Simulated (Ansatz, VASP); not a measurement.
## Ge: VASP beside Ansatz

```
CELL_PARAMETERS angstrom
1.32729 -2.47049 0.00000
1.32729 2.47049 0.00000
0.00000 0.00000 2.69823
ATOMIC_POSITIONS crystal
Ge 0.50000 0.50000 0.00000
```

Change from the starting cell: strain -0.050 along x and y, +0.000 along z, atoms carried along.

Alike in both runs: task single point; functional PBEsol; k mesh 20 × 20 × 18; occupations gaussian, width 0.15 eV; no spin polarisation.

|  | VASP | Ansatz |
| --- | --- | --- |
| version | VASP 6.6.1 | Ansatz 0.2.0 |
| potentials or method | VASP PAW PBE potentials, release 64 (Ge_d), cutoff 520 eV | scalar-relativistic, plane waves, PAW |
| valence electrons in the cell | 14 | 14 |

Ansatz gave:

```
gap on the k mesh at the Fermi level (eV)                     : none
pressure (GPa)                                                : 4.0
traceless stress, the component that is largest in VASP (GPa) : -6.94
```

Q: Which values does VASP return?

A: gap on the k mesh at the Fermi level (eV): none; pressure (GPa): 4.0; traceless stress, the component that is largest in VASP (GPa): -6.97.

VASP's potentials were made for PBE, not for PBEsol. A gap of «none» marks a metal or a gap that the smearing closes.
